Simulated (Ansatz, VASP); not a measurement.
# Two plane-wave programs on Au

```
CELL_PARAMETERS angstrom
4.63923 0.00000 0.00000
-2.31962 4.01769 0.00000
0.00000 0.00000 5.18772
ATOMIC_POSITIONS crystal
Au 0.00000 0.00000 0.25000
Au 0.00000 0.00000 0.75000
Au 0.33333 0.66667 0.75000
Au 0.66667 0.33333 0.25000
```

Alike in both runs: functional PBE; k mesh 6 × 6 × 2; occupations gaussian, width 0.1 eV; no spin polarisation.

Ansatz relaxed the structure, and its values are those at the end. VASP's run is a single point on that final structure, the one shown.

|  | VASP | Ansatz |
| --- | --- | --- |
| version | VASP 6.6.1 | Ansatz 0.2.0 |
| potentials or method | VASP PAW PBE potentials, release 64 (Au), cutoff 500 eV | scalar-relativistic, plane waves, PAW |
| valence electrons in the cell | 44 | 76 |

|  | VASP | Ansatz | Ansatz less VASP |
| --- | --- | --- | --- |
| gap on the k mesh at the Fermi level (eV) | none | none | - |
| pressure (GPa) | -0.1 | 0.1 | +0.13 |

A gap of «none» marks a metal or a gap that the smearing closes. VASP's potentials hold 44 valence electrons a cell and Ansatz's 76, so a difference there can come from the potentials and not from the codes.

The k mesh is coarse, so the values compare programs but aren't converged. Neither program's run includes spin-orbit coupling.
